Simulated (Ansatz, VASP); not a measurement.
CsCl in VASP and in Ansatz

```
CELL_PARAMETERS angstrom
4.13979 0.00000 0.00000
0.00000 4.13979 0.00000
0.00000 0.00000 4.13979
ATOMIC_POSITIONS crystal
Cs 0.00000 0.00000 0.00000
Cl 0.50000 0.50000 0.50000
```

Alike in both runs: functional r2SCAN; k mesh 6 × 6 × 6; no spin polarisation.

Ansatz relaxed the structure, and its values are those at the end. VASP's run is a single point on that final structure, the one shown.

|  | VASP | Ansatz |
| --- | --- | --- |
| version | VASP 6.6.1 | Ansatz 0.2.0 |
| potentials or method | VASP PAW PBE potentials, release 64 (Cs_sv, Cl) | scalar-relativistic |
| plane-wave cutoff (eV) | 550 | 930 |
| occupations | gaussian, width 0.01 eV | fixed |
| valence electrons in the cell | 16 | 16 |

|  | VASP | Ansatz | Ansatz less VASP |
| --- | --- | --- | --- |
| pressure (GPa) | 0.0 | 0.0 | -0.04 |

VASP's potentials were made for PBE, not for r2SCAN.

Spin-orbit coupling is off throughout.
